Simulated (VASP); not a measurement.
# Mg (I4/mmm) in VASP: further runs

Runs on Mg. Level: PBE. Tasks: single point.

Everything below comes from runs of VASP 6.6.1. Logs are shortened: lines on timing, memory, paths and dates and some standing lists are left out, and cuts for length are marked.

## (1) The cell of the first run

It takes space group I4/mmm (No. 139, tetragonal). Conventional cell: a = 3.757 Å, b = 3.757 Å, c = 3.819 Å, α = 90.00°, β = 90.00°, γ = 90.00°. Within 4.3 Å of Mg (site symmetry 4/mmm) lie 14 Mg at 3.27 to 3.82 Å.

## (2) Single point, PBE

Contents of INCAR:

```
SYSTEM = Mg
PREC     = Accurate       ! precision mode
ENCUT    = 520            ! plane-wave cutoff, eV
EDIFF    = 1E-6           ! SCF threshold, eV
ISMEAR   = 0              ! smearing method
SIGMA    = 0.15           ! smearing width, eV
LREAL    = .FALSE.        ! projectors in reciprocal space
LASPH    = .TRUE.         ! aspherical terms in the spheres
NELM     = 80             ! most SCF steps
ALGO     = Normal         ! electronic algorithm
ISIF     = 2              ! what is computed and relaxed
LWAVE    = .FALSE.        ! write WAVECAR
LCHARG   = .FALSE.        ! write CHGCAR
GGA      = PE             ! functional
NBANDS   = 7              ! bands
```

Contents of KPOINTS:

```
regular mesh
0
G
  18 18 18
  0 0 0
```

Contents of POSCAR:

```
Mg
1.0
   -1.8784000000      1.8784000000      1.9094500000
    1.8784000000     -1.8784000000      1.9094500000
    1.8784000000      1.8784000000     -1.9094500000
Mg
1
Direct
    0.0000000000      0.0000000000      0.0000000000
```

Potentials or basis: VASP PAW PBE potentials, release 64 (Mg).

The run is started by

```bash
$ cat potpaw_PBE.64/Mg/POTCAR > POTCAR
$ mpirun -np 1 vasp_std > vasp.out
```

OUTCAR:

```text
SYSTEM = Mg
   PREC = Accurate
   ENCUT = 520
   EDIFF = 1E-6
   ISMEAR = 0
   LREAL = .FALSE.
   LASPH = .TRUE.
   NELM = 80
   ISIF = 2
   GGA = PE

 ion  position               nearest neighbor table
   1  0.000  0.000  0.000-

  LATTYP: Found a body centered tetragonal cell.
 ALAT       =     3.7568000000
 C/A-ratio  =     1.0165300256

  Lattice vectors:

 A1 = (  -1.8784000000,   1.8784000000,   1.9094500000)
 A2 = (   1.8784000000,  -1.8784000000,   1.9094500000)
 A3 = (   1.8784000000,   1.8784000000,  -1.9094500000)

Analysis of symmetry for initial positions (statically):
=====================================================================
 Subroutine PRICEL returns:
 Original cell was already a primitive cell.

 Routine SETGRP: Setting up the symmetry group for a
 body centered tetragonal supercell.

 Subroutine GETGRP returns: Found 16 space group operations
 (whereof 16 operations were pure point group operations)
 out of a pool of 16 trial point group operations.

The static configuration has the point symmetry D_4h.

Analysis of symmetry for dynamics (positions and initial velocities):
=====================================================================
 Subroutine PRICEL returns:
 Original cell was already a primitive cell.

 Routine SETGRP: Setting up the symmetry group for a
 body centered tetragonal supercell.

 Subroutine GETGRP returns: Found 16 space group operations
 (whereof 16 operations were pure point group operations)
 out of a pool of 16 trial point group operations.

The dynamic configuration has the point symmetry D_4h.

 Subroutine INISYM returns: Found 16 space group operations
 (whereof 16 operations are pure point group operations),
 and found     1 'primitive' translations

----------------------------------------------------------------------------------------

                                     Primitive cell

  volume of cell :      26.9491

  direct lattice vectors                    reciprocal lattice vectors
    -1.878400000  1.878400000  1.909450000     0.000000000  0.266183986  0.261855508
     1.878400000 -1.878400000  1.909450000     0.266183986  0.000000000  0.261855508
     1.878400000  1.878400000 -1.909450000     0.266183986  0.266183986  0.000000000

  length of vectors
     3.271509196  3.271509196  3.271509196     0.373392852  0.373392852  0.376441004

  position of ions in fractional coordinates (direct lattice)
     0.000000000  0.000000000  0.000000000

  ion indices of the primitive-cell ions
   primitive index   ion index
                 1           1

----------------------------------------------------------------------------------------

 KPOINTS: regular mesh

Automatic generation of k-mesh.
 Grid dimensions read from file:
 generate k-points for:   18   18   18

 Generating k-lattice:

  Cartesian coordinates                     Fractional coordinates (reciprocal lattice)
     0.000000000  0.014787999  0.014547528     0.055555556  0.000000000  0.000000000
     0.014787999  0.000000000  0.014547528     0.000000000  0.055555556  0.000000000
     0.014787999  0.014787999  0.000000000     0.000000000  0.000000000  0.055555556

  Length of vectors
     0.020744047  0.020744047  0.020913389

  Shift w.r.t. Gamma in fractional coordinates (k-lattice)
     0.000000000  0.000000000  0.000000000

 Subroutine IBZKPT returns following result:
 ===========================================

 Found    480 irreducible k-points:

 Following reciprocal coordinates:
            Coordinates               Weight
  0.000000  0.000000  0.000000      1.000000
  0.055556 -0.000000  0.000000      8.000000
  0.111111 -0.000000  0.000000      8.000000
  0.166667  0.000000 -0.000000      8.000000
  0.222222  0.000000  0.000000      8.000000
  0.277778 -0.000000  0.000000      8.000000
[... 16 lines left out ...]
 -0.277778  0.055556 -0.000000     16.000000
 -0.222222  0.055556 -0.000000     16.000000
 [... further k-points ...]
   k-points           NKPTS =    480   k-points in BZ     NKDIM =    480   number of bands    NBANDS=      7
   number of dos      NEDOS =    301   number of ions     NIONS =      1
   total plane-waves  NPLWV =  13824
   dimension x,y,z NGX =    24 NGY =   24 NGZ =   24
   dimension x,y,z NGXF=    48 NGYF=   48 NGZF=   48
   ions per type =               1
   NGX,Y,Z   is equivalent  to a cutoff of  12.20, 12.20, 12.20 a.u.
   NGXF,Y,Z  is equivalent  to a cutoff of  24.39, 24.39, 24.39 a.u.
 SYSTEM =  Mg
   PREC   = accura    normal or accurate (medium, high low for compatibility)
   ISTART =      0    job   : 0-new  1-cont  2-samecut
   ICHARG =      2    charge: 1-file 2-atom 10-const
   ISPIN  =      1    spin polarized calculation?
   LNONCOLLINEAR =      F non collinear calculations
   LSORBIT =      F    spin-orbit coupling
   LASPH  =      T    aspherical Exc in radial PAW
   ENCUT  =  520.0 eV  38.22 Ry    6.18 a.u.   6.08  6.08  6.08*2*pi/ulx,y,z
   NELM   =     80;   NELMIN=  2; NELMDL= -5     # of ELM steps
   EDIFF  = 0.1E-05   stopping-criterion for ELM
   LREAL  =      F    real-space projection
   EDIFFG = 0.1E-04   stopping-criterion for IOM
   NSW    =      0    number of steps for IOM
   IBRION =     -1    ionic relax: 0-MD 1-quasi-New 2-CG
   NFREE  =      0    steps in history (QN), initial steepest desc. (CG)
   ISIF   =      2    stress and relaxation
   ISYM   =      2    0-nonsym 1-usesym 2-fastsym
   POTIM  = 0.5000    time-step for ionic-motion
   TEBEG  =    0.0;   TEEND  =   0.0 temperature during run
   PSTRESS=    0.0 pullay stress
   NELECT =       2.0000    total number of electrons
   NUPDOWN=      -1.0000    fix difference up-down
   EMIN   =  10.00;   EMAX   =-10.00  energy-range for DOS
   EFERMI =   0.00;   METHOD = LEGACY
   ISMEAR =     0;   SIGMA  =   0.15  broadening in eV -4-tet -1-fermi 0-gaus
   EFERMI_NEDOS =   21; number of points for ismear=-14 and -15
   IALGO  =     38    algorithm
   IMIX   =      4    mixing-type and parameters
     AMIX     =   0.40;   BMIX     =  1.00
     AMIX_MAG =   1.60;   BMIX_MAG =  1.00
  volume/ion in A,a.u.               =      26.95       181.86
  Fermi-wavevector in a.u.,A,eV,Ry     =   0.687971  1.300076  6.439690  0.473304
  Thomas-Fermi vector in A             =   1.768638
   LORBIT       =      0    0 simple, 1 ext, 2 COOP (PROOUT), +10 PAW based schemes
   GGA     = PE    functional components
   LHFCALC =     F    Hartree Fock is set to
   AEXX    =    0.0000 exact exchange contribution
   IVDW    =     0    specifies the selected vdW correction
   LEPSILON=     F    determine dielectric tensor
   LRPA    =     F    only Hartree local field effects (RPA)
 non-spin polarized calculation
 Gauss-broadening in eV      SIGMA  =   0.15
  energy-cutoff  :      520.00
  volume of cell :       26.95
 maximum number of plane-waves:       738
   NGX = 13   NGY = 13   NGZ = 13

 number of electron       2.0000000 magnetization

 Free energy of the ion-electron system (eV)
  ---------------------------------------------------
  ext. energy  EPLUGINS =         0.00000000
  ---------------------------------------------------
  free energy    TOTEN  =        -1.41816732 eV

  energy without entropy =       -1.41315510  energy(sigma->0) =       -1.41566121

 E-fermi :   1.8789     XC(G=0):  -8.0127

 val. band max:        1.8690336041   @ k =  -0.3889   0.3889   0.3889
 cond. band min:       1.9096020337   @ k =  -0.2222   0.5000   0.2222
 fundamental gap:      0.0405684296
 Fermi energy:         1.8788843095

 k-point     1 :       0.0000    0.0000    0.0000
  band No.  band energies     occupation
      1      -4.4166      2.00000
      2      13.7500      0.00000
      3      13.7500      0.00000
      4      14.0385      0.00000
      5      14.8737      0.00000
      6      14.9917      0.00000
      7      14.9917      0.00000

 k-point     2 :       0.0556   -0.0000    0.0000
  band No.  band energies     occupation
      1      -4.3517      2.00000
      2      12.8171      0.00000
      3      13.3154      0.00000
      4      13.6335      0.00000
      5      14.5408      0.00000
      6      15.0349      0.00000
      7      15.2601      0.00000

 k-point     3 :       0.1111   -0.0000    0.0000
  band No.  band energies     occupation
      1      -4.1572      2.00000
      2      11.1512      0.00000
      3      12.6029      0.00000
      4      12.9370      0.00000
      5      13.8439      0.00000
      6      14.4952      0.00000
      7      15.6115      0.00000

 k-point     4 :       0.1667    0.0000   -0.0000
  band No.  band energies     occupation
      1      -3.8338      2.00000
      2       9.4102      0.00000
      3      11.9396      0.00000
      4      12.2234      0.00000
      5      13.1572      0.00000
      6      13.9599      0.00000
      7      16.0022      0.00000

 k-point     5 :       0.2222    0.0000    0.0000
  band No.  band energies     occupation
      1      -3.3825      2.00000
      2       7.7211      0.00000
      3      11.3681      0.00000
      4      11.5822      0.00000
      5      12.5510      0.00000
      6      13.4557      0.00000
      7      16.3978      0.00000
[... 161 lines left out ...]
 k-point    22 :      -0.3333    0.0556   -0.0000
  band No.  band energies     occupation
      1      -2.4149      2.00000
      2       5.3838      0.00000
      3       9.7628      0.00000
      4      10.7001      0.00000
      5      12.3579      0.00000
      6      13.4326      0.00000
      7      16.3191      0.00000

 k-point    23 :      -0.2778    0.0556   -0.0000
  band No.  band energies     occupation
      1      -3.0559      2.00000
      2       6.9365      0.00000
      3      10.2417      0.00000
      4      11.1241      0.00000
      5      12.8258      0.00000
      6      13.7758      0.00000
      7      15.8304      0.00000

 k-point    24 :      -0.2222    0.0556   -0.0000
  band No.  band energies     occupation
      1      -3.5715      2.00000
      2       8.5809      0.00000
      3      10.8296      0.00000
      4      11.6516      0.00000
      5      13.3932      0.00000
      6      14.1202      0.00000
      7      15.5205      0.00000

 [... further k-points ...]

------------------------ aborting loop because EDIFF is reached ----------------------------------------

  FORCE on cell =-STRESS in cart. coord.  units (eV):
  Direction    XX          YY          ZZ          XY          YZ          ZX
  --------------------------------------------------------------------------------------
  -------------------------------------------------------------------------------------
  Total       -0.7083530     -0.7083530     -0.6940617      0.0000000      0.0000000      0.0000000
  in kB      -42.1129686    -42.1129686    -41.2633277      0.0000000      0.0000000      0.0000000
  external PRESSURE =     -41.8297550 kB  Pullay stress =       0.0000000 kB

 VOLUME and BASIS-vectors are now :
 -----------------------------------------------------------------------------
  energy-cutoff  :      520.00
  volume of cell :       26.95
      direct lattice vectors                 reciprocal lattice vectors
    -1.878400000  1.878400000  1.909450000     0.000000000  0.266183986  0.261855508
     1.878400000 -1.878400000  1.909450000     0.266183986  0.000000000  0.261855508
     1.878400000  1.878400000 -1.909450000     0.266183986  0.266183986  0.000000000

 POSITION                                       TOTAL-FORCE (eV/Angst)
 -----------------------------------------------------------------------------------
      0.00000      0.00000      0.00000         0.000000     -0.000000      0.000000
 -----------------------------------------------------------------------------------
    total drift:                                0.000000     -0.000000     -0.000000

  FREE ENERGIE OF THE ION-ELECTRON SYSTEM (eV)
  ---------------------------------------------------
  free  energy   TOTEN  =        -1.4181673172 eV

  energy  without entropy=       -1.4131550951  energy(sigma->0) =       -1.41566121
```

It took 16 s on 1 thread of Intel Xeon 6975P-C (Granite Rapids), shared host; peak memory 0.2 GiB.

What came out:

```yaml
Free_energy: -1.4182 eV
Pressure: -4.2 GPa
Band_gap_on_the_k_mesh: zero (band 1 reaches 5.06 eV, above the bottom of band 2 at 0.88 eV)
```

Stress tensor (GPa, compression positive):
```
-4.21  0.00  0.00
 0.00 -4.21  0.00
 0.00  0.00 -4.13
```

(Part 1 of 2 ends here.)
